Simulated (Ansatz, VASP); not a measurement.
# One calculation of Sb6Au, two programs

```xyz
7
Lattice="0.0000 5.0414 5.0414 5.0414 0.0000 5.0414 5.0414 5.0414 0.0000" Properties=species:S:1:pos:R:3 pbc="T T T"
Sb    2.8129    5.0414    5.0414
Sb    7.2699    5.0414    5.0414
Sb    5.0414    2.8129    5.0414
Sb    5.0414    7.2699    5.0414
Sb    5.0414    5.0414    2.8129
Sb    5.0414    5.0414    7.2699
Au    0.0000    0.0000    0.0000
```

Change from the starting cell: ordered vacancies on the cation sites of rhenium trioxide (Fm-3m, No. 225).

Alike in both runs: functional PBE; k mesh 4 × 4 × 4; occupations gaussian, width 0.1 eV; no spin polarisation.

Ansatz relaxed the structure, and its values are those at the end. VASP's run is a single point on that final structure, the one shown.

```csv
,VASP,Ansatz
version,VASP 6.6.1,Ansatz 0.2.0
potentials or method,"VASP PAW PBE potentials, release 64 (Sb, Au), cutoff 520 eV","scalar-relativistic, plane waves, PAW"
valence electrons in the cell,41,109
```

|  | VASP | Ansatz | Ansatz less VASP |
| --- | --- | --- | --- |
| gap on the k mesh at the Fermi level (eV) | none | none | - |
| pressure (GPa) | 0.0 | 0.1 | +0.09 |
| rms of the force components (eV/Å) | 0.016 | 0.010 | -0.0067 |

A gap of «none» marks a metal or a gap that the smearing closes. VASP's potentials hold 41 valence electrons a cell and Ansatz's 109, so a difference there can come from the potentials and not from the codes.

Neither program's run includes spin-orbit coupling.
